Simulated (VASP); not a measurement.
Runs of VASP 6.6.1 on Ag3SnSe. The structure is that of space group Pm-3m (No. 221), or close to it. The cells are those of the table. 

```csv
task,cell,k mesh,cutoff (eV),gap on the mesh (eV),pressure (GPa)
single point,"a = 4.903 Å, 5 atoms",4 × 4 × 4,520,none,(a)
relaxation of cell and atoms,"relaxed from a = 4.903 Å, 5 atoms",4 × 4 × 4,600,none,0.0
single point,"a = 5.064 Å, 5 atoms",4 × 4 × 4,520,none,0.1
single point,"a = 5.075 Å, 5 atoms",8 × 8 × 8,520,none,0.0
```

Alike in all rows: level PBE; potentials or basis VASP PAW PBE potentials, release 64 (Ag, Sn_d, Se); no spin polarisation; smearing gaussian 0.1 eV.

Q: Fill in the values left out.

A: (a) 5.9.

Caveats: spin-orbit coupling is left out, which moves the levels of the heavy elements.

A k mesh can miss the band edges, and the runs leave out spin-orbit coupling on Ag, Se, Sn.

A gap of «none» marks levels without a gap at the run's occupations.
